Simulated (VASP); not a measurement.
# AlAs in VASP: further runs

Runs on AlAs. Level: PBE. Tasks: single point, relaxation of the atoms.

All numbers are computed with VASP 6.6.1; they aren't measurements. Logs are shortened: lines on timing, memory, paths and dates and some standing lists are left out, and cuts for length are marked.

### Step 1. The cell of the first run

The cell holds a slab with vacuum, 4 atoms: a = 4.050 Å, b = 4.050 Å, c = 18.133 Å, α = 90.00°, β = 90.00°, γ = 120.00°.

### Step 2. Single point, PBE

File INCAR:

```
SYSTEM = AlAs
PREC = Accurate
ENCUT = 400
EDIFF = 1E-6
ISMEAR = 0
SIGMA = 0.05
LREAL = .FALSE.
LASPH = .TRUE.
NELM = 120
ALGO = Normal
ISIF = 2
LWAVE = .FALSE.
LCHARG = .FALSE.
LDIPOL = .TRUE.
IDIPOL = 3
DIPOL = 0.5 0.5 0.502
GGA = PE
NBANDS = 16
GGA_COMPAT = .FALSE.
NELMDL = -8
```

File KPOINTS:

```
Automatic mesh
0
G
  9 9 1
  0 0 0
```

File POSCAR:

```
AlAs
1.0
    4.0498608267      0.0000000000      0.0000000000
   -2.0249304133      3.5072823577      0.0000000000
    0.0000000000      0.0000000000     18.1333718978
As Al
2 2
Direct
    0.0000000000      0.0000000000      0.3860285908
    0.3333333333      0.6666666667      0.5802667348
    0.3333333333      0.6666666667      0.4316171545
    0.6666666667      0.3333333333      0.6112124793
```

Potentials or basis: VASP PAW PBE potentials, release 64 (As, Al).

The run is started by

```
$ cat potpaw_PBE.64/As/POTCAR potpaw_PBE.64/Al/POTCAR > POTCAR
$ mpirun -np 1 vasp_std > vasp.out
```

OUTCAR:

```text
SYSTEM = AlAs
   PREC = Accurate
   ENCUT = 400
   EDIFF = 1E-6
   ISMEAR = 0
   LREAL = .FALSE.
   LASPH = .TRUE.
   NELM = 120
   ISIF = 2
   GGA = PE
   NELMDL = -8

 ion  position               nearest neighbor table
   1  0.000  0.000  0.386-   3 2.48   3 2.48   3 2.48
   2  0.333  0.667  0.580-   4 2.40   4 2.40   4 2.40   3 2.70
   3  0.333  0.667  0.432-   1 2.48   1 2.48   1 2.48   2 2.70
   4  0.667  0.333  0.611-   2 2.40   2 2.40   2 2.40

  LATTYP: Found a hexagonal cell.
 ALAT       =     4.0498608267
 C/A-ratio  =     4.4775296421

  Lattice vectors:

 A1 = (   4.0498608267,   0.0000000000,   0.0000000000)
 A2 = (  -2.0249304133,   3.5072823577,   0.0000000000)
 A3 = (   0.0000000000,   0.0000000000,  18.1333718978)

Analysis of symmetry for initial positions (statically):
=====================================================================
 Subroutine PRICEL returns:
 Original cell was already a primitive cell.

 Routine SETGRP: Setting up the symmetry group for a
 hexagonal supercell.

 Subroutine GETGRP returns: Found  6 space group operations
 (whereof  6 operations were pure point group operations)
 out of a pool of 24 trial point group operations.

The static configuration has the point symmetry C_3v.

Analysis of symmetry for dynamics (positions and initial velocities):
=====================================================================
 Subroutine PRICEL returns:
 Original cell was already a primitive cell.

 Routine SETGRP: Setting up the symmetry group for a
 hexagonal supercell.

 Subroutine GETGRP returns: Found  6 space group operations
 (whereof  6 operations were pure point group operations)
 out of a pool of 24 trial point group operations.

The dynamic configuration has the point symmetry C_3v.

 Subroutine INISYM returns: Found  6 space group operations
 (whereof  6 operations are pure point group operations),
 and found     1 'primitive' translations

----------------------------------------------------------------------------------------

                                     Primitive cell

  volume of cell :     257.5665

  direct lattice vectors                    reciprocal lattice vectors
     4.049860827  0.000000000  0.000000000     0.246922065  0.142560521  0.000000000
    -2.024930413  3.507282358  0.000000000     0.000000000  0.285121042  0.000000000
     0.000000000  0.000000000 18.133371898     0.000000000  0.000000000  0.055146942

  length of vectors
     4.049860827  4.049860827 18.133371898     0.285121042  0.285121042  0.055146942

  position of ions in fractional coordinates (direct lattice)
     0.000000000  0.000000000  0.386028591
     0.333333333  0.666666667  0.580266735
     0.333333333  0.666666667  0.431617155
     0.666666667  0.333333333  0.611212479

  ion indices of the primitive-cell ions
   primitive index   ion index
                 1           1
                 2           2
                 3           3
                 4           4

----------------------------------------------------------------------------------------

 KPOINTS: Automatic mesh

Automatic generation of k-mesh.
 Grid dimensions read from file:
 generate k-points for:    9    9    1

 Generating k-lattice:

  Cartesian coordinates                     Fractional coordinates (reciprocal lattice)
     0.027435785  0.015840058  0.000000000     0.111111111 -0.000000000  0.000000000
     0.000000000  0.031680116  0.000000000     0.000000000  0.111111111  0.000000000
     0.000000000  0.000000000  0.055146942     0.000000000  0.000000000  1.000000000

  Length of vectors
     0.031680116  0.031680116  0.055146942

  Shift w.r.t. Gamma in fractional coordinates (k-lattice)
     0.000000000  0.000000000  0.000000000

 Subroutine IBZKPT returns following result:
 ===========================================

 Found     12 irreducible k-points:

 Following reciprocal coordinates:
            Coordinates               Weight
  0.000000  0.000000  0.000000      1.000000
  0.111111 -0.000000  0.000000      6.000000
  0.222222 -0.000000  0.000000      6.000000
  0.333333  0.000000  0.000000      6.000000
  0.444444 -0.000000  0.000000      6.000000
  0.111111  0.111111  0.000000      6.000000
  0.222222  0.111111  0.000000     12.000000
  0.333333  0.111111  0.000000     12.000000
  0.444444  0.111111  0.000000      6.000000
  0.222222  0.222222  0.000000      6.000000
  0.333333  0.222222  0.000000     12.000000
  0.333333  0.333333  0.000000      2.000000
   k-points           NKPTS =     12   k-points in BZ     NKDIM =     12   number of bands    NBANDS=     16
   number of dos      NEDOS =    301   number of ions     NIONS =      4
   total plane-waves  NPLWV =  94080
   dimension x,y,z NGX =    28 NGY =   28 NGZ =  120
   dimension x,y,z NGXF=    56 NGYF=   56 NGZF=  240
   ions per type =               2   2
   NGX,Y,Z   is equivalent  to a cutoff of  11.49, 11.49, 11.00 a.u.
   NGXF,Y,Z  is equivalent  to a cutoff of  22.99, 22.99, 22.00 a.u.
 SYSTEM =  AlAs
   PREC   = accura    normal or accurate (medium, high low for compatibility)
   ISTART =      0    job   : 0-new  1-cont  2-samecut
   ICHARG =      2    charge: 1-file 2-atom 10-const
   ISPIN  =      1    spin polarized calculation?
   LNONCOLLINEAR =      F non collinear calculations
   LSORBIT =      F    spin-orbit coupling
   LASPH  =      T    aspherical Exc in radial PAW
   ENCUT  =  400.0 eV  29.40 Ry    5.42 a.u.   6.60  6.60 29.57*2*pi/ulx,y,z
   NELM   =    120;   NELMIN=  2; NELMDL= -8     # of ELM steps
   EDIFF  = 0.1E-05   stopping-criterion for ELM
   LREAL  =      F    real-space projection
   EDIFFG = 0.1E-04   stopping-criterion for IOM
   NSW    =      0    number of steps for IOM
   IBRION =     -1    ionic relax: 0-MD 1-quasi-New 2-CG
   NFREE  =      0    steps in history (QN), initial steepest desc. (CG)
   ISIF   =      2    stress and relaxation
   ISYM   =      2    0-nonsym 1-usesym 2-fastsym
   POTIM  = 0.5000    time-step for ionic-motion
   TEBEG  =    0.0;   TEEND  =   0.0 temperature during run
   PSTRESS=    0.0 pullay stress
   NELECT =      16.0000    total number of electrons
   NUPDOWN=      -1.0000    fix difference up-down
   EMIN   =  10.00;   EMAX   =-10.00  energy-range for DOS
   EFERMI =   0.00;   METHOD = LEGACY
   ISMEAR =     0;   SIGMA  =   0.05  broadening in eV -4-tet -1-fermi 0-gaus
   EFERMI_NEDOS =   21; number of points for ismear=-14 and -15
   IALGO  =     38    algorithm
   IMIX   =      4    mixing-type and parameters
     AMIX     =   0.40;   BMIX     =  1.00
     AMIX_MAG =   1.60;   BMIX_MAG =  1.00
  volume/ion in A,a.u.               =      64.39       434.54
  Fermi-wavevector in a.u.,A,eV,Ry     =   0.648363  1.225229  5.719547  0.420375
  Thomas-Fermi vector in A             =   1.716971
   LORBIT       =      0    0 simple, 1 ext, 2 COOP (PROOUT), +10 PAW based schemes
   GGA     = PE    functional components
   LHFCALC =     F    Hartree Fock is set to
   AEXX    =    0.0000 exact exchange contribution
   IVDW    =     0    specifies the selected vdW correction
   LEPSILON=     F    determine dielectric tensor
   LRPA    =     F    only Hartree local field effects (RPA)
 non-spin polarized calculation
 Gauss-broadening in eV      SIGMA  =   0.05
  energy-cutoff  :      400.00
  volume of cell :      257.57
 maximum number of plane-waves:      4751
 NGX is ok and might be reduce to    28
   NGX = 13   NGY = 13   NGZ = 59

 number of electron      16.0000000 magnetization

 dipolmoment           0.000000      0.000000     -0.195445 electrons x Angstroem

 Free energy of the ion-electron system (eV)
  ---------------------------------------------------
  ext. energy  EPLUGINS =         0.00000000
  ---------------------------------------------------
  free energy    TOTEN  =       -16.97114543 eV

  energy without entropy =      -16.97111023  energy(sigma->0) =      -16.97112783

 E-fermi :  -1.1003     XC(G=0):  -4.0392

 val. band max:       -1.1962143650   @ k =   0.0000   0.0000   0.0000
 cond. band min:      -1.0044237578   @ k =   0.3333   0.3333   0.0000
 fundamental gap:      0.1917906072
 Fermi energy:        -1.1003191073

 k-point     1 :       0.0000    0.0000    0.0000
  band No.  band energies     occupation
      1     -13.9259      2.00000
      2     -11.7165      2.00000
      3      -6.1159      2.00000
      4      -3.4676      2.00000
      5      -3.4676      2.00000
      6      -2.9688      2.00000
[... 8 lines left out ...]
     15       3.5723      0.00000
     16       3.5723      0.00000

 k-point     2 :       0.1111   -0.0000    0.0000
  band No.  band energies     occupation
      1     -13.8305      2.00000
      2     -11.6216      2.00000
      3      -6.0594      2.00000
      4      -4.4031      2.00000
      5      -3.6379      2.00000
      6      -2.7895      2.00000
[... 8 lines left out ...]
     15       3.3112      0.00000
     16       3.8209      0.00000

 k-point     3 :       0.2222   -0.0000    0.0000
  band No.  band energies     occupation
      1     -13.5641      2.00000
      2     -11.3574      2.00000
      3      -6.2075      2.00000
      4      -5.4705      2.00000
      5      -4.0013      2.00000
      6      -3.5172      2.00000
[... 8 lines left out ...]
     15       3.2528      0.00000
     16       4.1273      0.00000
[... 134 lines left out ...]
 k-point    11 :       0.3333    0.2222    0.0000
  band No.  band energies     occupation
      1     -12.7814      2.00000
      2     -10.5913      2.00000
      3      -7.7798      2.00000
      4      -6.0431      2.00000
      5      -5.7217      2.00000
      6      -3.8920      2.00000
[... 8 lines left out ...]
     15       4.4142      0.00000
     16       4.5942      0.00000

 k-point    12 :       0.3333    0.3333    0.0000
  band No.  band energies     occupation
      1     -12.6951      2.00000
      2     -10.5069      2.00000
      3      -7.8028      2.00000
      4      -6.1010      2.00000
      5      -6.0410      2.00000
      6      -3.9965      2.00000
[... 8 lines left out ...]
     15       4.5415      0.00000
     16       4.8846      0.00000

------------------------ aborting loop because EDIFF is reached ----------------------------------------

 vacuum level on the upper side and lower side of the slab       (xc-potential included)        -1.274         1.078

  FORCE on cell =-STRESS in cart. coord.  units (eV):
  Direction    XX          YY          ZZ          XY          YZ          ZX
  --------------------------------------------------------------------------------------
  -------------------------------------------------------------------------------------
  Total       -0.0580091     -0.0580091     -0.5758793     -0.0000000      0.0000000      0.0000000
  in kB       -0.3608424     -0.3608424     -3.5822232     -0.0000000      0.0000000      0.0000000
  external PRESSURE =      -1.4346360 kB  Pullay stress =       0.0000000 kB

 VOLUME and BASIS-vectors are now :
 -----------------------------------------------------------------------------
  energy-cutoff  :      400.00
  volume of cell :      257.57
      direct lattice vectors                 reciprocal lattice vectors
     4.049860827  0.000000000  0.000000000     0.246922065  0.142560521  0.000000000
    -2.024930413  3.507282358  0.000000000     0.000000000  0.285121042  0.000000000
     0.000000000  0.000000000 18.133371898     0.000000000  0.000000000  0.055146942

 POSITION                                       TOTAL-FORCE (eV/Angst)
 -----------------------------------------------------------------------------------
      0.00000      0.00000      7.00000         0.000000     -0.000000      0.705639
     -0.00000      2.33819     10.52219        -0.000000      0.000000     -0.001599
     -0.00000      2.33819      7.82667        -0.000000      0.000000     -0.707355
      2.02493      1.16909     11.08334        -0.000000      0.000000      0.003315
 -----------------------------------------------------------------------------------
    total drift:                               -0.000000     -0.000000     -0.000234

  FREE ENERGIE OF THE ION-ELECTRON SYSTEM (eV)
  ---------------------------------------------------
  free  energy   TOTEN  =       -16.9711454253 eV

  energy  without entropy=      -16.9711102307  energy(sigma->0) =      -16.97112783

 vacuum level on the upper side and lower side of the slab         1.904         4.394
```

Wall time 48 s (1 thread of Intel Xeon 6975P-C (Granite Rapids), shared host); peak memory 0.29 GiB.

Results:

* Free energy: -16.9711 eV
* Largest force: 0.707 eV/Å
* Band gap on the k mesh: 0.19 eV (least direct gap 0.41 eV)

Forces on the atoms (eV/Å):
```
As   0.000  0.000  0.706
As   0.000  0.000 -0.002
Al   0.000  0.000 -0.707
Al   0.000  0.000  0.003
```

### Step 3. Relaxation of the atoms, PBE

File INCAR:

```
SYSTEM = AlAs
PREC = Accurate
ENCUT = 450
EDIFF = 1E-7
ISMEAR = 0
SIGMA = 0.05
LREAL = .False.
LASPH = .True.
NELM = 120
ALGO = Normal
ISIF = 2
LWAVE = .False.
LCHARG = .False.
LDIPOL = .True.
IDIPOL = 3
DIPOL = 0.5 0.5 0.500
GGA = PE
IBRION = 2
NSW = 70
EDIFFG = -0.03
GGA_COMPAT = .False.
NELMIN = 4
NELMDL = -8
```

File KPOINTS:

```
Automatic mesh
0
Gamma
  9 9 1
  0 0 0
```

File POSCAR:

```
AlAs
1.0
    4.0498608267      0.0000000000      0.0000000000
   -2.0249304133      3.5072823577      0.0000000000
    0.0000000000      0.0000000000     18.1333718978
As Al
2 2
Selective dynamics
Direct
    0.0000000000      0.0000000000      0.3860285908  F F F
    0.3333333333      0.6666666667      0.5683828455  T T T
    0.3333333333      0.6666666667      0.4316171545  F F F
    0.6666666667      0.3333333333      0.6139714092  T T T
```

Potentials or basis: VASP PAW PBE potentials, release 64 (As, Al).

The run is started by

```
$ cat potpaw_PBE.64/As/POTCAR potpaw_PBE.64/Al/POTCAR > POTCAR
$ mpirun -np 1 vasp_std > vasp.out
```

It took 2.2 min on 1 thread of Intel Xeon 6975P-C (Granite Rapids), shared host; peak memory 0.31 GiB.

It converged, with:

```
Free energy               : -16.9716 eV
Energy gained by relaxing : 34.4 meV/atom
Ionic steps               : 8
Band gap on the k mesh    : 0.20 eV (least direct gap 0.40 eV)
```

Step by step:
| step | energy change (eV) | largest force on free atoms (eV/Å) | pressure (GPa) |
| --- | --- | --- | --- |
| 1 | 0.0000 | 1.3449 | -0.21 |
| 2 | -0.0838 | 0.7674 | -0.16 |
| 3 | -0.1365 | 0.0418 | -0.05 |
| 4 | -0.1366 | 0.0417 | -0.05 |
| 5 | -0.1366 | 0.0493 | -0.05 |
| 6 | -0.1368 | 0.0467 | -0.05 |
| 7 | -0.1372 | 0.0387 | -0.07 |
| 8 | -0.1377 | 0.0218 | -0.11 |

Final structure:
```yaml
crystal:
  lattice:
    - [4.04986, 0.00000, 0.00000]
    - [-2.02493, 3.50728, 0.00000]
    - [0.00000, 0.00000, 18.13337]
  atoms:
    - { symbol: As, position: [0.00000, 0.00000, 0.38603] }
    - { symbol: As, position: [0.33333, 0.66667, 0.57993] }
    - { symbol: Al, position: [0.33333, 0.66667, 0.43162] }
    - { symbol: Al, position: [0.66667, 0.33333, 0.61036] }
```

Levels at points of the mesh, in eV from the valence-band top:
```
           k point  band 5  band 6  band 7  band 8  band 9  band 10  band 11  band 12
(0.00, 0.00, 0.00)   -2.30   -1.76    0.00    0.00    0.40     1.24     2.60     3.05
```

### Step 4. Relaxation of the atoms, PBE

File INCAR:

```
SYSTEM = AlAs
PREC = Accurate
ENCUT = 520
EDIFF = 1E-6
ISMEAR = 0
SIGMA = 0.05
LREAL = .False.
LASPH = .True.
NELM = 100
ALGO = Normal
ISIF = 2
LWAVE = .False.
LCHARG = .False.
LDIPOL = .True.
IDIPOL = 3
DIPOL = 0.5 0.5 0.500
GGA = PE
IBRION = 2
NSW = 70
EDIFFG = -0.03
```

KPOINTS is that of step 3.

POSCAR, as its differences from that of step 3:

```diff
@@ -2,5 +2,5 @@
 1.0
-    4.0498608267      0.0000000000      0.0000000000
-   -2.0249304133      3.5072823577      0.0000000000
-    0.0000000000      0.0000000000     18.1333718978
+    4.0498608253      0.0000000000      0.0000000000
+   -2.0249304126      3.5072823565      0.0000000000
+    0.0000000000      0.0000000000     18.1333718964
 As Al
```

The run is started by

```
$ cat potpaw_PBE.64/As/POTCAR potpaw_PBE.64/Al/POTCAR > POTCAR
$ mpirun -np 1 vasp_std > vasp.out
```

Wall time 4.2 min (1 thread of Intel Xeon Platinum 8259CL at 2.50GHz (Skylake/Cascade Lake), shared host); peak memory 0.37 GiB.

It converged, with:

```yaml
Free_energy: -16.9718 eV
Energy_gained_by_relaxing: 34.4 meV/atom
Ionic_steps: 7
Band_gap_on_the_k_mesh: 0.19 eV (least direct gap 0.40 eV)
```

The path:
```csv
step,energy change (eV),largest force on free atoms (eV/Å),pressure (GPa)
1,0.0000,1.3449,-0.20
2,-0.0838,0.7674,-0.16
3,-0.1365,0.0372,-0.05
4,-0.1366,0.0447,-0.05
5,-0.1367,0.0427,-0.05
6,-0.1371,0.0341,-0.07
7,-0.1377,0.0171,-0.11
```

Final structure:
```
As Al
1.0
     4.04986    0.00000    0.00000
    -2.02493    3.50728    0.00000
     0.00000    0.00000   18.13337
As Al
2 2
Direct
  0.00000 0.00000 0.38603
  0.33333 0.66667 0.57980
  0.33333 0.66667 0.43162
  0.66667 0.33333 0.61041
```

Levels at points of the mesh, in eV from the valence-band top:
| k point | band 4 | band 5 | band 6 | band 7 | band 8 | band 9 | band 10 | band 11 | band 12 |
| --- | --- | --- | --- | --- | --- | --- | --- | --- | --- |
| (0.00, 0.00, 0.00) | -2.29 | -2.29 | -1.76 | 0.00 | 0.00 | 0.40 | 1.23 | 2.60 | 3.05 |

### Step 5. The runs side by side

```tsv
task	cell	cutoff (eV)	atoms held fixed (from 0)	gap on the mesh (eV)
single point	a = 4.050, b = 4.050, c = 18.133 Å, angles 90.0, 90.0, 120.0°, 4 atoms, atomic positions A	400	-	0.19
relaxation of the atoms	atoms relaxed from a = 4.050, b = 4.050, c = 18.133 Å, angles 90.0, 90.0, 120.0°, 4 atoms, atomic positions B	450	[0, 2]	0.20
relaxation of the atoms	atoms relaxed from a = 4.050, b = 4.050, c = 18.133 Å, angles 90.0, 90.0, 120.0°, 4 atoms, atomic positions B	520	[0, 2]	0.19
```

Alike in all rows: level PBE; potentials or basis VASP PAW PBE potentials, release 64 (As, Al); no spin polarisation; k mesh 9 × 9 × 1; smearing gaussian 0.05 eV.

Total energies depend on the potentials used, so only differences within one code and one set of settings carry meaning.
